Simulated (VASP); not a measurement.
## AlN: relaxation of the atoms with LDA

AlN:

```
CELL_PARAMETERS angstrom
2.99600 0.00000 0.00000
-1.49800 2.59461 0.00000
0.00000 0.00000 4.35040
ATOMIC_POSITIONS crystal
Al 0.33333 0.66667 0.00152
Al 0.66667 0.33333 0.50152
N 0.33333 0.66667 0.38348
N 0.66667 0.33333 0.88348
```

```yaml
Program: VASP 6.6.1
Task: relaxation of the atoms
Functional: LDA
Potentials_or_basis: VASP PAW LDA potentials, release 64 (Al, N)
Cutoff: 520 eV
k_mesh: 9 × 9 × 6
Occupations: gaussian, width 0.05 eV
Spin: no spin polarisation
Dipole_correction: no
Further_INCAR_settings: ALGO = Normal; EDIFF = 1e-06; IBRION = 2; EDIFFG = -0.01; NSW = 50
```

```
Energy gained by relaxing    : 112.5 meV/atom
Ionic steps                  : 4
Pressure after relaxing      : 52.7 GPa
Largest force after relaxing : 0.007 eV/Å
Band gap on the k mesh       : 4.65 eV, indirect (least direct gap 5.27 eV)
```

Forces on the atoms (eV/Å):
```
Al   0.000  0.000 -0.007
Al   0.000  0.000 -0.007
N    0.000  0.000  0.007
N    0.000  0.000  0.007
```

Stress tensor (GPa, compression positive):
```
53.01  0.00  0.00
 0.00 53.01  0.00
 0.00  0.00 52.08
```

The path:
```
step  energy change (eV)  largest force (eV/Å)  pressure (GPa)
   1              0.0000                3.5835           61.14
   2             -0.1805                0.8608           51.00
   3             -0.4499                0.0342           52.63
   4             -0.4500                0.0070           52.70
```

Final structure:
```
Al N
1.0
     2.99600    0.00000    0.00000
    -1.49800    2.59461    0.00000
     0.00000    0.00000    4.35040
Al N
2 2
Direct
  0.33333 0.66667 0.98438
  0.66667 0.33333 0.48438
  0.33333 0.66667 0.40062
  0.66667 0.33333 0.90062
```

Levels at points of the mesh, in eV from the valence-band top:
```tsv
k point	band 4	band 5	band 6	band 7	band 8	band 9	band 10	band 11	band 12
(0.00, 0.00, 0.00)	-2.51	-2.51	-1.43	-1.43	0.00	5.27	6.84	10.60	10.60
(0.00, 0.00, 0.50)	-3.93	-1.99	-1.99	-1.99	-1.99	7.24	7.24	10.90	10.90
```

It took 27 s on 1 thread of Intel Xeon 6975P-C (shared host), peak memory 0.14 GiB.

A k mesh can miss the band edges. As with any semilocal functional, this LDA gap is likely too small.
